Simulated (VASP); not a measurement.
Here is a VASP 6.6.1 calculation.

Contents of INCAR:

```
SYSTEM = Co
PREC = Accurate ; ENCUT = 600
EDIFF = 1E-6 ; ISMEAR = -1
SIGMA = 0.05 ; LREAL = .False.
LASPH = .True. ; NELM = 150
ALGO = Normal ; ISIF = 3
LWAVE = .False. ; LCHARG = .False.
ISPIN = 2 ; MAGMOM = 2 2
LORBIT = 11 ; LMAXMIX = 4
GGA = B5 ; ALDAX = 1.0
AGGAX = 1.0 ; AGGAC = 1.0
ALDAC = 0.0 ; IVDW = 13
VDW_S6 = 1.0 ; VDW_S8 = 2.34076671
VDW_A1 = 0.44488865 ; VDW_A2 = 4.0933009
IBRION = 2 ; NSW = 60
EDIFFG = -0.01
```

The input KPOINTS:

```
Automatic mesh
0
Gamma
  12 12 7
  0 0 0
```

POSCAR

```
Co
1.0
    2.4719999032      0.0000000000      0.0000000000
   -1.2359999516      2.1408147143      0.0000000000
    0.0000000000      0.0000000000      4.0211440800
Co
2
Direct
    0.6666666667      0.3333333333      0.7500000000
    0.3333333333      0.6666666667      0.2500000000
```

Potentials or basis: VASP PAW PBE potentials, release 64 (Co).

Run with:

```sh
$ cat potpaw_PBE.64/Co/POTCAR > POTCAR
$ mpirun -np 1 vasp_std > vasp.out
```

**Question.** Predict the space group after relaxing (to 0.05 Å).

**Answer.** P6_3/mmc (No. 194).

**Question.** Estimate the relaxed volume.

**Answer.** 10.69 Å³/atom.

**Question.** Estimate the net moment.

**Answer.** 3.12 μB per cell.

**Question.** Estimate the site moments.

**Answer.** Co +1.57 μB.

Step by step:
| step | energy change (eV) | largest force (eV/Å) | pressure (GPa) | volume (Å³) |
| --- | --- | --- | --- | --- |
| 1 | 0.0000 | 0.0000 | 0.85 | 21.28 |
| 2 | -0.0012 | 0.0000 | -0.84 | 21.46 |
| 3 | -0.0013 | 0.0000 | -0.53 | 21.42 |
| 4 | -0.0014 | 0.0000 | 0.24 | 21.34 |
| 5 | -0.0014 | 0.0000 | -0.02 | 21.37 |

Caveat: the PAW data sets were made with another functional, which shifts forces and pressure a little; pairwise dispersion overbinds metals, which lowers pressure and volume.
